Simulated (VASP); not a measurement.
Wanted: the native input for a VASP 6.6.1 run.

- Task: single point
- Functional: PBE
- Dispersion: D3(BJ)
- Potentials or basis: VASP PAW PBE potentials, release 64 (C, O)
- Cutoff: 520 eV
- k mesh: 2 × 2 × 2, shifted
- Occupations: fermi-dirac, width 0.0388 eV
- Spin: no spin polarisation
- Dipole correction: no
- Further INCAR settings: LREAL = Auto; ALGO = Normal; EDIFF = 1e-06; NBANDS = 54; ISYM = -1

The structure of CO lies in POSCAR:

```
CO
1.0
   -5.6383610000      5.6383610000      0.0000000000
    0.0000000000      5.6383610000     -5.6383610000
   -5.6383610000      0.0000000000     -5.6383610000
C O
8 8
Direct
    0.9928768307      0.9696713282      0.0614247651
    0.4905951393      0.4680758291      0.5820053913
    0.5038801169      0.5635313170      0.9646780332
    0.9712435937      0.0829515882      0.4764171716
    0.5582763324      0.9437019907      1.0303209567
    0.0540301517      0.4293778813      0.5155227734
    0.9733973224      0.4792760698      1.0034920609
    0.4970316729      0.9622184532      0.5074098661
    0.5540551589      0.5329195843      0.4031932329
    0.0458077267      0.0323733262      0.8853626967
    0.0689034455      0.9060382086      0.4880584092
    0.5490430641      0.3806299384      0.0446055157
    0.8813821073      0.5321797416      0.5189505425
    0.3841256351      0.0202289282      0.0378666779
    0.5319439461      0.0620728258      0.5453930672
    0.0467282957      0.5270856194      0.0610785652
```

This cell differs from its parent crystal: dynamics (npt langevin) at 450 K, volume x 1.01, from the last frame before.

These files were run (other wordings do the same):

INCAR

```
PREC = Accurate
ENCUT = 520
EDIFF = 1E-6
ISMEAR = -1
SIGMA = 0.0388
LREAL = Auto
LASPH = T
NELM = 120
ALGO = Normal
ISIF = 2
LWAVE = F
LCHARG = F
GGA = PE
IVDW = 12
NBANDS = 54
GGA_COMPAT = F
ISYM = -1
```

KPOINTS

```
explicit points
4
Reciprocal
  0.25000000   0.25000000   0.25000000 2
  0.25000000   0.25000000   0.75000000 2
  0.25000000   0.75000000   0.25000000 2
  0.25000000   0.75000000   0.75000000 2
```

Potentials or basis: VASP PAW PBE potentials, release 64 (C, O).

Launch:

```bash
$ cat potpaw_PBE.64/C/POTCAR potpaw_PBE.64/O/POTCAR > POTCAR
$ mpirun -np 1 vasp_std > vasp.out
```

It gave:

```json
{
 "Pressure": "-4.9 GPa",
 "Largest force": "5.665 eV/Å",
 "Band gap on the k mesh": "5.60 eV",
 "Dispersion energy per atom": "-0.061 eV"
}
```

Caveat: the cell stands under tension; the atoms stand as in a frame of molecular dynamics; a shifted mesh leaves out Γ, where band edges can lie; forces of over 1 eV/Å act on the atoms, so gaps and moduli don't describe the material at rest.

It took 110 s on 1 thread of Intel(R) Xeon(R) Platinum 8488C (Sapphire Rapids), on a shared host, peak memory 0.48 GiB.
